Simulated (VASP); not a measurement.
# Sb (P-1) in VASP: single point with PBE

Aim: the single point of Sb with PBE.

Program: VASP 6.6.1. These are calculated values, not measurements. Logs are shortened: lines on timing, memory, paths and dates and some standing lists are left out, and cuts for length are marked.

### Step 1. The cell of the first run

The typed cell holds 6 atoms: a = 5.983 Å, b = 6.034 Å, c = 6.813 Å, α = 112.00°, β = 111.27°, γ = 91.83°.

### Step 2. Single point, PBE

Input file INCAR:

```
SYSTEM = Sb
PREC     = Accurate       ! precision mode
ENCUT    = 520            ! plane-wave cutoff, eV
EDIFF    = 1E-7           ! SCF threshold, eV
ISMEAR   = 0              ! smearing method
SIGMA    = 0.1            ! smearing width, eV
LREAL    = .False.        ! projectors in reciprocal space
LASPH    = .True.         ! aspherical terms in the spheres
NELM     = 100            ! most SCF steps
ALGO     = Normal         ! electronic algorithm
ISIF     = 2              ! what is computed and relaxed
LWAVE    = .False.        ! write WAVECAR
LCHARG   = .False.        ! write CHGCAR
GGA      = PE             ! functional
NBANDS   = 24             ! bands
```

Input file KPOINTS:

```
Automatic mesh
0
Gamma
  8 8 6
  0 0 0
```

Input file POSCAR:

```
Sb
1.0
    5.9828205323     -0.0074424177     -0.0526191871
   -0.1847123105      6.0310290440     -0.0011256439
   -2.4234636543     -2.6268667267      5.8001308877
Sb
6
Direct
    0.7399272155      0.1498940039      0.6659661412
    0.8498832986      0.2619693498      0.3295262395
    0.1501167014      0.7380306502      0.6704737605
    0.3839059357      0.3858183399      0.0980564508
    0.6160940643      0.6141816601      0.9019435492
    0.2600727845      0.8501059961      0.3340338588
```

Potentials or basis: VASP PAW PBE potentials, release 64 (Sb).

The run is started by

```sh
cat potpaw_PBE.64/Sb/POTCAR > POTCAR
mpirun -np 1 vasp_std > vasp.out
```

OUTCAR:

```text
SYSTEM = Sb
   PREC = Accurate
   ENCUT = 520
   EDIFF = 1E-7
   ISMEAR = 0
   LREAL = .False.
   LASPH = .True.
   NELM = 100
   ISIF = 2
   GGA = PE

 ion  position               nearest neighbor table
   1  0.740  0.150  0.666-   2 2.89   6 2.92   5 2.93   3 3.55   4 3.72
   2  0.850  0.262  0.330-   1 2.89   3 2.92   4 2.94   6 3.55   5 3.73
   3  0.150  0.738  0.670-   6 2.89   2 2.92   5 2.94   1 3.55   4 3.73
   4  0.384  0.386  0.098-   5 2.87   6 2.93   2 2.94   1 3.72   3 3.73
   5  0.616  0.614  0.902-   4 2.87   1 2.93   3 2.94   6 3.72   2 3.73
   6  0.260  0.850  0.334-   3 2.89   1 2.92   4 2.93   2 3.55   5 3.72

  LATTYP: Found a triclinic cell.
 ALAT       =     5.9830565508
 B/A-ratio  =     1.4426713840
 C/A-ratio  =     1.2501578342
 COS(alpha) =     0.0000980952
 COS(beta)  =     0.4438305832
 COS(gamma) =     0.7154252831

  Lattice vectors:

 A1 = (  -5.9828205323,   0.0074424177,   0.0526191871)
 A2 = (  -6.1675328428,   6.0384714617,   0.0514935432)
 A3 = (  -3.3746445675,  -3.3967198996,  -5.7463860567)

Analysis of symmetry for initial positions (statically):
=====================================================================
 Subroutine PRICEL returns:
 Original cell was already a primitive cell.

 Routine SETGRP: Setting up the symmetry group for a
 triclinic supercell.

 Subroutine GETGRP returns: Found  2 space group operations
 (whereof  2 operations were pure point group operations)
 out of a pool of  2 trial point group operations.

The static configuration has the point symmetry S_2 .

Analysis of symmetry for dynamics (positions and initial velocities):
=====================================================================
 Subroutine PRICEL returns:
 Original cell was already a primitive cell.

 Routine SETGRP: Setting up the symmetry group for a
 triclinic supercell.

 Subroutine GETGRP returns: Found  2 space group operations
 (whereof  2 operations were pure point group operations)
 out of a pool of  2 trial point group operations.

The dynamic configuration has the point symmetry S_2 .

 Subroutine INISYM returns: Found  2 space group operations
 (whereof  2 operations are pure point group operations),
 and found     1 'primitive' translations

----------------------------------------------------------------------------------------

                                     Primitive cell

  volume of cell :     208.4633

  direct lattice vectors                    reciprocal lattice vectors
     5.982820532 -0.007442418 -0.052619187     0.167788772  0.005152387  0.072440542
    -0.184712311  6.031029044 -0.001125644     0.000870132  0.165849920  0.075476636
    -2.423463654 -2.626866727  5.800130888     0.001522360  0.000078930  0.173081736

  length of vectors
     5.983056551  6.033857078  6.812864537     0.182831209  0.182218758  0.173088449

  position of ions in fractional coordinates (direct lattice)
     0.739927216  0.149894004  0.665966141
     0.849883299  0.261969350  0.329526239
     0.150116701  0.738030650  0.670473761
     0.383905936  0.385818340  0.098056451
     0.616094064  0.614181660  0.901943549
     0.260072784  0.850105996  0.334033859

  ion indices of the primitive-cell ions
   primitive index   ion index
                 1           1
                 2           2
                 3           3
                 4           4
                 5           5
                 6           6

----------------------------------------------------------------------------------------

 KPOINTS: Automatic mesh

Automatic generation of k-mesh.
 Grid dimensions read from file:
 generate k-points for:    8    8    6

 Generating k-lattice:

  Cartesian coordinates                     Fractional coordinates (reciprocal lattice)
     0.020973596  0.000644048  0.009055068     0.125000000 -0.000000000  0.000000000
     0.000108767  0.020731240  0.009434580     0.000000000  0.125000000  0.000000000
     0.000253727  0.000013155  0.028846956     0.000000000  0.000000000  0.166666667

  Length of vectors
     0.022853901  0.022777345  0.028848075

  Shift w.r.t. Gamma in fractional coordinates (k-lattice)
     0.000000000  0.000000000  0.000000000

 Subroutine IBZKPT returns following result:
 ===========================================

 Found    196 irreducible k-points:

 Following reciprocal coordinates:
            Coordinates               Weight
  0.000000  0.000000  0.000000      1.000000
  0.125000 -0.000000  0.000000      2.000000
  0.250000 -0.000000  0.000000      2.000000
  0.375000 -0.000000 -0.000000      2.000000
  0.500000 -0.000000  0.000000      1.000000
  0.000000  0.125000  0.000000      2.000000
[... 16 lines left out ...]
  0.125000  0.375000  0.000000      2.000000
  0.250000  0.375000  0.000000      2.000000
 [... further k-points ...]
   k-points           NKPTS =    196   k-points in BZ     NKDIM =    196   number of bands    NBANDS=     24
   number of dos      NEDOS =    301   number of ions     NIONS =      6
   total plane-waves  NPLWV = 124416
   dimension x,y,z NGX =    48 NGY =   48 NGZ =   54
   dimension x,y,z NGXF=    96 NGYF=   96 NGZF=  108
   ions per type =               6
   NGX,Y,Z   is equivalent  to a cutoff of  13.34, 13.23, 13.18 a.u.
   NGXF,Y,Z  is equivalent  to a cutoff of  26.67, 26.45, 26.35 a.u.
 SYSTEM =  Sb
   PREC   = accura    normal or accurate (medium, high low for compatibility)
   ISTART =      0    job   : 0-new  1-cont  2-samecut
   ICHARG =      2    charge: 1-file 2-atom 10-const
   ISPIN  =      1    spin polarized calculation?
   LNONCOLLINEAR =      F non collinear calculations
   LSORBIT =      F    spin-orbit coupling
   LASPH  =      T    aspherical Exc in radial PAW
   ENCUT  =  520.0 eV  38.22 Ry    6.18 a.u.  11.12 11.22 12.67*2*pi/ulx,y,z
   NELM   =    100;   NELMIN=  2; NELMDL= -5     # of ELM steps
   EDIFF  = 0.1E-06   stopping-criterion for ELM
   LREAL  =      F    real-space projection
   EDIFFG = 0.1E-05   stopping-criterion for IOM
   NSW    =      0    number of steps for IOM
   IBRION =     -1    ionic relax: 0-MD 1-quasi-New 2-CG
   NFREE  =      0    steps in history (QN), initial steepest desc. (CG)
   ISIF   =      2    stress and relaxation
   ISYM   =      2    0-nonsym 1-usesym 2-fastsym
   POTIM  = 0.5000    time-step for ionic-motion
   TEBEG  =    0.0;   TEEND  =   0.0 temperature during run
   PSTRESS=    0.0 pullay stress
   NELECT =      30.0000    total number of electrons
   NUPDOWN=      -1.0000    fix difference up-down
   EMIN   =  10.00;   EMAX   =-10.00  energy-range for DOS
   EFERMI =   0.00;   METHOD = LEGACY
   ISMEAR =     0;   SIGMA  =   0.10  broadening in eV -4-tet -1-fermi 0-gaus
   EFERMI_NEDOS =   21; number of points for ismear=-14 and -15
   IALGO  =     38    algorithm
   IMIX   =      4    mixing-type and parameters
     AMIX     =   0.40;   BMIX     =  1.00
     AMIX_MAG =   1.60;   BMIX_MAG =  1.00
  volume/ion in A,a.u.               =      34.74       234.46
  Fermi-wavevector in a.u.,A,eV,Ry     =   0.857904  1.621204 10.013879  0.735999
  Thomas-Fermi vector in A             =   1.975028
   LORBIT       =      0    0 simple, 1 ext, 2 COOP (PROOUT), +10 PAW based schemes
   GGA     = PE    functional components
   LHFCALC =     F    Hartree Fock is set to
   AEXX    =    0.0000 exact exchange contribution
   IVDW    =     0    specifies the selected vdW correction
   LEPSILON=     F    determine dielectric tensor
   LRPA    =     F    only Hartree local field effects (RPA)
 non-spin polarized calculation
 Gauss-broadening in eV      SIGMA  =   0.10
  energy-cutoff  :      520.00
  volume of cell :      208.46
 maximum number of plane-waves:      5635
 NGX is ok and might be reduce to    48
   NGX = 23   NGY = 23   NGZ = 25

 number of electron      29.9999999 magnetization

 Free energy of the ion-electron system (eV)
  ---------------------------------------------------
  ext. energy  EPLUGINS =         0.00000000
  ---------------------------------------------------
  free energy    TOTEN  =       -24.16438829 eV

  energy without entropy =      -24.15603705  energy(sigma->0) =      -24.16021267

 E-fermi :   5.5529     XC(G=0):  -8.8720

 val. band max:        5.5490605615   @ k =  -0.1250   0.1250   0.5000
 cond. band min:       5.5615173307   @ k =  -0.1250  -0.2500   0.1667
 fundamental gap:      0.0124567692
 Fermi energy:         5.5529107571

 k-point     1 :       0.0000    0.0000    0.0000
  band No.  band energies     occupation
      1      -6.3652      2.00000
      2      -3.5630      2.00000
      3      -3.4570      2.00000
      4      -3.2609      2.00000
      5      -3.1739      2.00000
      6      -1.3196      2.00000
[... 16 lines left out ...]
     23       8.9080      0.00000
     24       9.8365      0.00000

 k-point     2 :       0.1250   -0.0000    0.0000
  band No.  band energies     occupation
      1      -6.3042      2.00000
      2      -3.8890      2.00000
      3      -3.5061      2.00000
      4      -3.2653      2.00000
      5      -2.9185      2.00000
      6      -1.2551      2.00000
[... 16 lines left out ...]
     23       9.2752      0.00000
     24       9.9795      0.00000

 k-point     3 :       0.2500   -0.0000    0.0000
  band No.  band energies     occupation
      1      -6.1256      2.00000
      2      -4.3683      2.00000
      3      -3.5896      2.00000
      4      -3.3820      2.00000
      5      -2.5536      2.00000
      6      -1.0849      2.00000
[... 16 lines left out ...]
     23       9.3366      0.00000
     24      10.0397      0.00000

 k-point     4 :       0.3750   -0.0000   -0.0000
  band No.  band energies     occupation
      1      -5.8508      2.00000
      2      -4.8458      2.00000
      3      -3.6614      2.00000
      4      -3.4895      2.00000
      5      -2.2855      2.00000
      6      -0.8921      2.00000
[... 16 lines left out ...]
     23       9.4264      0.00000
     24       9.9321      0.00000

 k-point     5 :       0.5000   -0.0000    0.0000
  band No.  band energies     occupation
      1      -5.6288      2.00000
      2      -5.1399      2.00000
      3      -3.6885      2.00000
      4      -3.5309      2.00000
      5      -2.1859      2.00000
      6      -0.8038      2.00000
[... 16 lines left out ...]
     23       9.4769      0.00000
     24       9.7045      0.00000

 k-point     6 :       0.0000    0.1250    0.0000
  band No.  band energies     occupation
      1      -6.3047      2.00000
      2      -3.8918      2.00000
      3      -3.5122      2.00000
      4      -3.2621      2.00000
      5      -2.9135      2.00000
      6      -1.2532      2.00000
[... 16 lines left out ...]
     23       9.2872      0.00000
     24       9.9531      0.00000
[... 379 lines left out ...]
 k-point    21 :      -0.1250    0.2500   -0.0000
  band No.  band energies     occupation
      1      -6.1157      2.00000
      2      -4.3289      2.00000
      3      -3.6909      2.00000
      4      -3.2203      2.00000
      5      -2.6647      2.00000
      6      -1.1733      2.00000
[... 16 lines left out ...]
     23       9.2542      0.00000
     24       9.5907      0.00000

 k-point    22 :       0.0000    0.3750    0.0000
  band No.  band energies     occupation
      1      -5.8567      2.00000
      2      -4.8468      2.00000
      3      -3.6738      2.00000
      4      -3.4940      2.00000
      5      -2.2653      2.00000
      6      -0.8827      2.00000
[... 16 lines left out ...]
     23       9.4123      0.00000
     24       9.8605      0.00000

 k-point    23 :       0.1250    0.3750    0.0000
  band No.  band energies     occupation
      1      -5.7476      2.00000
      2      -4.9156      2.00000
      3      -3.8864      2.00000
      4      -3.4272      2.00000
      5      -2.1883      2.00000
      6      -0.9808      2.00000
[... 16 lines left out ...]
     23       9.3276      0.00000
     24       9.8080      0.00000

 k-point    24 :       0.2500    0.3750    0.0000
  band No.  band energies     occupation
      1      -5.5494      2.00000
      2      -4.9758      2.00000
      3      -4.0970      2.00000
      4      -3.4998      2.00000
      5      -1.9844      2.00000
      6      -1.3138      2.00000
[... 16 lines left out ...]
     23       9.3163      0.00000
     24       9.5319      0.00000

 [... further k-points ...]
[... 5 lines left out ...]
  --------------------------------------------------------------------------------------
  -------------------------------------------------------------------------------------
  Total        0.0795023      0.0605998      0.1049277      0.0336393      0.0015886     -0.0143823
  in kB        0.6110274      0.4657495      0.8064385      0.2585398      0.0122096     -0.1105377
  external PRESSURE =       0.6277384 kB  Pullay stress =       0.0000000 kB

 VOLUME and BASIS-vectors are now :
 -----------------------------------------------------------------------------
  energy-cutoff  :      520.00
  volume of cell :      208.46
      direct lattice vectors                 reciprocal lattice vectors
     5.982820532 -0.007442418 -0.052619187     0.167788772  0.005152387  0.072440542
    -0.184712311  6.031029044 -0.001125644     0.000870132  0.165849920  0.075476636
    -2.423463654 -2.626866727  5.800130888     0.001522360  0.000078930  0.173081736

 POSITION                                       TOTAL-FORCE (eV/Angst)
 -----------------------------------------------------------------------------------
      2.78522     -0.85090      3.82359         0.014766     -0.029213      0.032028
      4.23772      0.70800      1.86628         0.027239     -0.015020     -0.033490
     -0.86307      2.68872      3.88011        -0.027239      0.015020      0.033490
      1.98794      2.06644      0.54811        -0.025008     -0.028376     -0.009294
      1.38671      1.33028      5.19828         0.025008      0.028376      0.009294
      0.58942      4.24762      1.92280        -0.014766      0.029213     -0.032028
 -----------------------------------------------------------------------------------
    total drift:                               -0.000000     -0.000000     -0.000000

  FREE ENERGIE OF THE ION-ELECTRON SYSTEM (eV)
  ---------------------------------------------------
  free  energy   TOTEN  =       -24.1643882905 eV

  energy  without entropy=      -24.1560370480  energy(sigma->0) =      -24.16021267
```

Wall time 12 min (1 thread of Intel Xeon Platinum 8488C (Sapphire Rapids), shared host); peak memory 0.84 GiB.

What came out:

```yaml
Free_energy: -24.1644 eV
Pressure: 0.1 GPa
Largest_force: 0.046 eV/Å
Band_gap_on_the_k_mesh: zero (band 15 reaches 6.13 eV, above the bottom of band 16 at 5.09 eV)
```

Forces in eV/Å, atoms in the order of the input:
```
Sb   0.015 -0.029  0.032
Sb   0.027 -0.015 -0.033
Sb  -0.027  0.015  0.033
Sb  -0.025 -0.028 -0.009
Sb   0.025  0.028  0.009
Sb  -0.015  0.029 -0.032
```

Levels at points of the mesh, in eV from the Fermi level:
| k point | band 13 | band 14 | band 15 | band 16 | band 17 | band 18 |
| --- | --- | --- | --- | --- | --- | --- |
| (0.00, 0.00, 0.00) | -2.24 | -0.75 | 0.58 | 0.65 | 1.08 | 1.60 |
| (0.50, 0.00, 0.00) | -1.48 | -1.37 | -1.17 | 1.13 | 1.60 | 1.93 |
| (0.00, 0.50, 0.00) | -1.44 | -1.44 | -1.19 | 1.06 | 1.59 | 1.90 |
| (0.50, 0.50, 0.00) | -0.97 | -0.81 | -0.30 | 0.50 | 1.27 | 1.76 |
| (0.00, 0.00, 0.50) | -1.92 | -1.29 | -1.28 | -0.46 | 0.17 | 0.21 |
| (0.50, 0.00, 0.50) | -1.81 | -1.01 | -0.59 | 0.49 | 1.91 | 2.02 |
| (0.00, 0.50, 0.50) | -1.78 | -1.01 | -0.62 | 0.44 | 1.93 | 2.00 |
| (0.50, 0.50, 0.50) | -1.44 | -0.14 | 0.05 | 0.41 | 0.93 | 1.21 |

Caveat: spin-orbit coupling is left out, which moves the levels of the heavy elements.
